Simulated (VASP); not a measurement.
# Zn15S16 (a cell with a defect) in VASP: single point with PBE

Aim: the single point of Zn15S16 (a cell with a defect) with PBE.

All numbers are computed with VASP 6.6.1; they aren't measurements. Logs are shortened: lines on timing, memory, paths and dates and some standing lists are left out, and cuts for length are marked.

## Step 1: The cell of the first run

The cell holds a defect, 31 atoms: a = 9.426 Å, b = 9.426 Å, c = 9.426 Å, α = 109.47°, β = 109.47°, γ = 109.47°.

## Step 2: Single point, PBE

INCAR

```
SYSTEM = Zn15S16
PREC     = Accurate       ! precision mode
ENCUT    = 520            ! plane-wave cutoff, eV
EDIFF    = 1E-7           ! SCF threshold, eV
ISMEAR   = 0              ! smearing method
SIGMA    = 0.02           ! smearing width, eV
LREAL    = Auto         
LASPH    = .TRUE.         ! aspherical terms in the spheres
NELM     = 80             ! most SCF steps
ALGO     = Normal         ! electronic algorithm
ISIF     = 2              ! what is computed and relaxed
LWAVE    = .FALSE.        ! write WAVECAR
LCHARG   = .TRUE.         ! write CHGCAR
GGA      = PE             ! functional
LELF     = .TRUE.         ! ELF
LVHAR    = .TRUE.       
NBANDS   = 159            ! bands
NELECT   = 278.0
```

KPOINTS

```
Automatic mesh
0
Gamma
  2 2 2
  0.5 0.5 0.5
```

POSCAR

```
Zn15S16
1.0
   -5.4423087611     -5.4423087611      5.4423087611
    5.4423087611     -5.4423087611     -5.4423087611
    5.4423087611      5.4423087611      5.4423087611
Zn S
15 16
Direct
    0.2404135956      0.0000000000      0.7478226042
    0.5074090086      0.7595864044      0.7595864044
    0.2404135956      0.7478226042      0.0000000000
    0.0000000000      0.7478226042      0.2404135956
    0.7478226042      0.0000000000      0.2404135956
    0.5000000000      0.0000000000      0.5000000000
    0.0000000000      0.2404135956      0.7478226042
    0.7595864044      0.5074090086      0.7595864044
    0.5000000000      0.5000000000      0.0000000000
    0.2521773958      0.4925909914      0.2521773958
    0.0000000000      0.5000000000      0.5000000000
    0.7595864044      0.7595864044      0.5074090086
    0.7478226042      0.2404135956      0.0000000000
    0.4925909914      0.2521773958      0.2521773958
    0.2521773958      0.2521773958      0.4925909914
    0.2490297886      0.7502688503      0.7502688503
    0.0000000000      0.7558200869      1.0000000000
    0.5012390617      0.5012390617      0.7509702114
    0.2497311497      0.4987609383      1.0000000000
    0.0000000000      0.4987609383      0.2497311497
    0.7502688503      0.7502688503      0.2490297886
    0.5012390617      0.7509702114      0.5012390617
    0.0000000000      0.0000000000      0.7558200869
    0.7502688503      0.2490297886      0.7502688503
    0.4987609383      0.2497311497      1.0000000000
    0.2441799131      0.2441799131      0.2441799131
    0.0000000000      0.2497311497      0.4987609383
    0.7509702114      0.5012390617      0.5012390617
    0.7558200869      0.0000000000      1.0000000000
    0.4987609383      0.0000000000      0.2497311497
    0.2497311497      0.0000000000      0.4987609383
```

Potentials or basis: VASP PAW PBE potentials, release 64 (Zn, S).

Started as:

```
> cat potpaw_PBE.64/Zn/POTCAR potpaw_PBE.64/S/POTCAR > POTCAR
> mpirun -np 1 vasp_std > vasp.out
```

OUTCAR:

```text
SYSTEM = Zn15S16
   PREC = Accurate
   ENCUT = 520
   EDIFF = 1E-7
   ISMEAR = 0
   LREAL = Auto
   LASPH = .TRUE.
   NELM = 80
   ISIF = 2
   GGA = PE
   NELECT = 278.0

 ion  position               nearest neighbor table
   1  0.240  0.000  0.748-  23 2.29  31 2.38  16 2.39  25 2.39
   2  0.507  0.760  0.760-  29 2.29  16 2.38  22 2.39  18 2.39
   3  0.240  0.748  0.000-  17 2.29  19 2.38  16 2.39  30 2.39
   4  0.000  0.748  0.240-  17 2.29  20 2.38  21 2.39  31 2.39
   5  0.748  0.000  0.240-  29 2.29  30 2.38  21 2.39  27 2.39
   6  0.500  0.000  0.500-  22 2.36  24 2.36  30 2.36  31 2.36
[... 8 lines left out ...]
  15  0.252  0.252  0.493-  26 2.29  18 2.38  27 2.39  31 2.39
  16  0.249  0.750  0.750-  11 2.36   2 2.38   3 2.39   1 2.39
  17  0.000  0.756  0.000-   3 2.29   4 2.29   8 2.29
  18  0.501  0.501  0.751-   9 2.36  15 2.38   2 2.39   8 2.39
  19  0.250  0.499  0.000-   9 2.36   3 2.38   7 2.39  10 2.39
  20  0.000  0.499  0.250-  11 2.36   4 2.38  10 2.39  13 2.39
  21  0.750  0.750  0.249-   9 2.36  12 2.38   4 2.39   5 2.39
  22  0.501  0.751  0.501-   6 2.36  10 2.38   2 2.39  12 2.39
  23  0.000  0.000  0.756-   1 2.29   7 2.29  12 2.29
  24  0.750  0.249  0.750-   6 2.36   8 2.38   7 2.39  13 2.39
  25  0.499  0.250  0.000-   9 2.36  13 2.38   1 2.39  14 2.39
  26  0.244  0.244  0.244-  15 2.29  14 2.29  10 2.29
  27  0.000  0.250  0.499-  11 2.36   7 2.38   5 2.39  15 2.39
  28  0.751  0.501  0.501-  11 2.36  14 2.38  12 2.39   8 2.39
  29  0.756  0.000  0.000-   2 2.29   5 2.29  13 2.29
  30  0.499  0.000  0.250-   6 2.36   5 2.38   3 2.39  14 2.39
  31  0.250  0.000  0.499-   6 2.36   1 2.38   4 2.39  15 2.39

  LATTYP: Found a body centered cubic cell.
 ALAT       =    10.8846175222

  Lattice vectors:

 A1 = (  -5.4423087611,  -5.4423087611,   5.4423087611)
 A2 = (   5.4423087611,  -5.4423087611,  -5.4423087611)
 A3 = (   5.4423087611,   5.4423087611,   5.4423087611)

Analysis of symmetry for initial positions (statically):
=====================================================================
 Subroutine PRICEL returns:
 Original cell was already a primitive cell.

 Routine SETGRP: Setting up the symmetry group for a
 body centered cubic supercell.

 Subroutine GETGRP returns: Found 24 space group operations
 (whereof 24 operations were pure point group operations)
 out of a pool of 48 trial point group operations.

The static configuration has the point symmetry T_d .

Analysis of symmetry for dynamics (positions and initial velocities):
=====================================================================
 Subroutine PRICEL returns:
 Original cell was already a primitive cell.

 Routine SETGRP: Setting up the symmetry group for a
 body centered cubic supercell.

 Subroutine GETGRP returns: Found 24 space group operations
 (whereof 24 operations were pure point group operations)
 out of a pool of 48 trial point group operations.

The dynamic configuration has the point symmetry T_d .

 Subroutine INISYM returns: Found 24 space group operations
 (whereof 24 operations are pure point group operations),
 and found     1 'primitive' translations

----------------------------------------------------------------------------------------

                                     Primitive cell

  volume of cell :     644.7770

  direct lattice vectors                    reciprocal lattice vectors
    -5.442308761 -5.442308761  5.442308761     0.000000000 -0.091872773  0.091872773
     5.442308761 -5.442308761 -5.442308761     0.091872773 -0.091872773  0.000000000
     5.442308761  5.442308761  5.442308761     0.091872773  0.000000000  0.091872773

  length of vectors
     9.426355285  9.426355285  9.426355285     0.129927722  0.129927722  0.129927722

  position of ions in fractional coordinates (direct lattice)
     0.240413596  0.000000000  0.747822604
     0.507409009  0.759586404  0.759586404
     0.240413596  0.747822604  0.000000000
     0.000000000  0.747822604  0.240413596
     0.747822604  0.000000000  0.240413596
     0.500000000  0.000000000  0.500000000
[... 23 lines left out ...]
     0.498760938  0.000000000  0.249731150
     0.249731150  0.000000000  0.498760938

  ion indices of the primitive-cell ions
   primitive index   ion index
                 1           1
                 2           2
                 3           3
                 4           4
                 5           5
                 6           6
[... 23 lines left out ...]
                30          30
                31          31

----------------------------------------------------------------------------------------

 KPOINTS: Automatic mesh

Automatic generation of k-mesh.
 Grid dimensions read from file:
 generate k-points for:    2    2    2

 Generating k-lattice:

  Cartesian coordinates                     Fractional coordinates (reciprocal lattice)
     0.000000000 -0.045936387  0.045936387     0.500000000  0.000000000  0.000000000
     0.045936387 -0.045936387  0.000000000     0.000000000  0.500000000  0.000000000
     0.045936387  0.000000000  0.045936387     0.000000000  0.000000000  0.500000000

  Length of vectors
     0.064963861  0.064963861  0.064963861

  Shift w.r.t. Gamma in fractional coordinates (k-lattice)
     0.500000000  0.500000000  0.500000000

 Subroutine IBZKPT returns following result:
 ===========================================

 Found      2 irreducible k-points:

 Following reciprocal coordinates:
            Coordinates               Weight
  0.250000  0.250000  0.250000      2.000000
 -0.250000  0.250000  0.250000      6.000000
   k-points           NKPTS =      2   k-points in BZ     NKDIM =      2   number of bands    NBANDS=    159
   number of dos      NEDOS =    301   number of ions     NIONS =     31
   total plane-waves  NPLWV = 343000
   dimension x,y,z NGX =    70 NGY =   70 NGZ =   70
   dimension x,y,z NGXF=   140 NGYF=  140 NGZF=  140
   ions per type =              15  16
   NGX,Y,Z   is equivalent  to a cutoff of  12.35, 12.35, 12.35 a.u.
   NGXF,Y,Z  is equivalent  to a cutoff of  24.69, 24.69, 24.69 a.u.
 SYSTEM =  Zn15S16
   PREC   = accura    normal or accurate (medium, high low for compatibility)
   ISTART =      0    job   : 0-new  1-cont  2-samecut
   ICHARG =      2    charge: 1-file 2-atom 10-const
   ISPIN  =      1    spin polarized calculation?
   LNONCOLLINEAR =      F non collinear calculations
   LSORBIT =      F    spin-orbit coupling
   LASPH  =      T    aspherical Exc in radial PAW
   ENCUT  =  520.0 eV  38.22 Ry    6.18 a.u.  17.53 17.53 17.53*2*pi/ulx,y,z
   NELM   =     80;   NELMIN=  2; NELMDL= -5     # of ELM steps
   EDIFF  = 0.1E-06   stopping-criterion for ELM
   LREAL  =      T    real-space projection
   EDIFFG = 0.1E-05   stopping-criterion for IOM
   NSW    =      0    number of steps for IOM
   IBRION =     -1    ionic relax: 0-MD 1-quasi-New 2-CG
   NFREE  =      0    steps in history (QN), initial steepest desc. (CG)
   ISIF   =      2    stress and relaxation
   ISYM   =      2    0-nonsym 1-usesym 2-fastsym
   POTIM  = 0.5000    time-step for ionic-motion
   TEBEG  =    0.0;   TEEND  =   0.0 temperature during run
   PSTRESS=    0.0 pullay stress
   NELECT =     278.0000    total number of electrons
   NUPDOWN=      -1.0000    fix difference up-down
   EMIN   =  10.00;   EMAX   =-10.00  energy-range for DOS
   EFERMI =   0.00;   METHOD = LEGACY
   ISMEAR =     0;   SIGMA  =   0.02  broadening in eV -4-tet -1-fermi 0-gaus
   EFERMI_NEDOS =   21; number of points for ismear=-14 and -15
   IALGO  =     38    algorithm
   IMIX   =      4    mixing-type and parameters
     AMIX     =   0.40;   BMIX     =  1.00
     AMIX_MAG =   1.60;   BMIX_MAG =  1.00
  volume/ion in A,a.u.               =      20.80       140.36
  Fermi-wavevector in a.u.,A,eV,Ry     =   1.236763  2.337144 20.811246  1.529583
  Thomas-Fermi vector in A             =   2.371358
   LORBIT       =      0    0 simple, 1 ext, 2 COOP (PROOUT), +10 PAW based schemes
   GGA     = PE    functional components
   LHFCALC =     F    Hartree Fock is set to
   AEXX    =    0.0000 exact exchange contribution
   IVDW    =     0    specifies the selected vdW correction
   LEPSILON=     F    determine dielectric tensor
   LRPA    =     F    only Hartree local field effects (RPA)
 non-spin polarized calculation
 Gauss-broadening in eV      SIGMA  =   0.02
  energy-cutoff  :      520.00
  volume of cell :      644.78
 maximum number of plane-waves:     17388
 NGX is ok and might be reduce to    70
   NGX = 35   NGY = 35   NGZ = 35

 number of electron     278.0000094 magnetization

 Free energy of the ion-electron system (eV)
  ---------------------------------------------------
  ext. energy  EPLUGINS =         0.00000000
  ---------------------------------------------------
  free energy    TOTEN  =      -101.07414377 eV

  energy without entropy =     -101.07414377  energy(sigma->0) =     -101.07414377

 E-fermi :   1.8375     XC(G=0):  -9.4425

 val. band max:        1.7003855723   @ k =   0.2500   0.2500   0.2500
 cond. band min:       4.9699325700   @ k =  -0.2500   0.2500   0.2500
 fundamental gap:      3.2695469977
 Fermi energy:         1.8375474646

 k-point     1 :       0.2500    0.2500    0.2500
  band No.  band energies     occupation
      1     -10.8752      2.00000
      2     -10.8752      2.00000
      3     -10.8752      2.00000
      4     -10.6639      2.00000
      5     -10.2917      2.00000
      6     -10.2917      2.00000
[... 143 lines left out ...]
    150       6.0045      0.00000
    151       6.0045      0.00000

 k-point     2 :      -0.2500    0.2500    0.2500
  band No.  band energies     occupation
      1     -11.0840      2.00000
      2     -10.6882      2.00000
      3     -10.6153      2.00000
      4     -10.6153      2.00000
      5     -10.5656      2.00000
      6     -10.3985      2.00000
[... 143 lines left out ...]
    150       6.3931      0.00000
    151       6.3931      0.00000
 [bands above 151 left out]

------------------------ aborting loop because EDIFF is reached ----------------------------------------

  FORCE on cell =-STRESS in cart. coord.  units (eV):
  Direction    XX          YY          ZZ          XY          YZ          ZX
  --------------------------------------------------------------------------------------
  -------------------------------------------------------------------------------------
  Total       14.0744378     14.0744378     14.0744378     -0.0000000     -0.0000000      0.0000000
  in kB       34.9729379     34.9729379     34.9729379     -0.0000000     -0.0000000      0.0000000
  external PRESSURE =      34.9729379 kB  Pullay stress =       0.0000000 kB

 VOLUME and BASIS-vectors are now :
 -----------------------------------------------------------------------------
  energy-cutoff  :      520.00
  volume of cell :      644.78
      direct lattice vectors                 reciprocal lattice vectors
    -5.442308761 -5.442308761  5.442308761     0.000000000 -0.091872773  0.091872773
     5.442308761 -5.442308761 -5.442308761     0.091872773 -0.091872773  0.000000000
     5.442308761  5.442308761  5.442308761     0.091872773  0.000000000  0.091872773

 POSITION                                       TOTAL-FORCE (eV/Angst)
 -----------------------------------------------------------------------------------
      2.76148      2.76148      5.37829        -0.004519     -0.004519     -0.009564
      5.50633     -2.76148      2.76148         0.009564      0.004519     -0.004519
      2.76148     -5.37829     -2.76148        -0.004519      0.009564      0.004519
      5.37829     -2.76148     -2.76148        -0.009564      0.004519      0.004519
     -2.76148     -2.76148      5.37829         0.004519      0.004519     -0.009564
      0.00000      0.00000      5.44231         0.000000      0.000000      0.000000
[... 23 lines left out ...]
     -1.35530     -1.35530      4.07353        -0.013920     -0.013920      0.012034
      1.35530      1.35530      4.07353         0.013920      0.013920      0.012034
 -----------------------------------------------------------------------------------
    total drift:                               -0.000177      0.000219     -0.000177

  FREE ENERGIE OF THE ION-ELECTRON SYSTEM (eV)
  ---------------------------------------------------
  free  energy   TOTEN  =      -101.0741437701 eV

  energy  without entropy=     -101.0741437701  energy(sigma->0) =     -101.07414377
```

Run time: 22 min. Hardware: 1 thread of AMD EPYC 7R13, shared host; peak memory 0.72 GiB.

Results:

```
Free energy   : -101.0741 eV
Largest force : 0.024 eV/Å
```

Forces in eV/Å, atoms in the order of the input:
```
Zn  -0.005 -0.005 -0.010
Zn   0.010  0.005 -0.005
Zn  -0.005  0.010  0.005
Zn  -0.010  0.005  0.005
Zn   0.005  0.005 -0.010
Zn   0.000  0.000  0.000
Zn  -0.010 -0.005 -0.005
Zn  -0.005  0.005  0.010
Zn   0.000  0.000  0.000
Zn   0.005 -0.005  0.010
Zn   0.000  0.000  0.000
Zn  -0.005 -0.010 -0.005
Zn   0.005  0.010 -0.005
Zn   0.010 -0.005  0.005
Zn   0.005 -0.010  0.005
S   -0.012 -0.014  0.014
S    0.014 -0.014 -0.014
S   -0.014  0.012 -0.014
S    0.014 -0.012 -0.014
S    0.012 -0.014 -0.014
S    0.014  0.012  0.014
S   -0.014  0.014 -0.012
S    0.014  0.014  0.014
S    0.014 -0.014 -0.012
S   -0.014 -0.012  0.014
S   -0.014  0.014 -0.014
S    0.012  0.014  0.014
S   -0.012  0.014 -0.014
S   -0.014 -0.014  0.014
S   -0.014 -0.014  0.012
S    0.014  0.014  0.012
```

Caveat: the cell carries a net charge on a neutralising background, which shifts energy and pressure; the cell is charged against a uniform background, so pressure and absolute levels hang on convention.
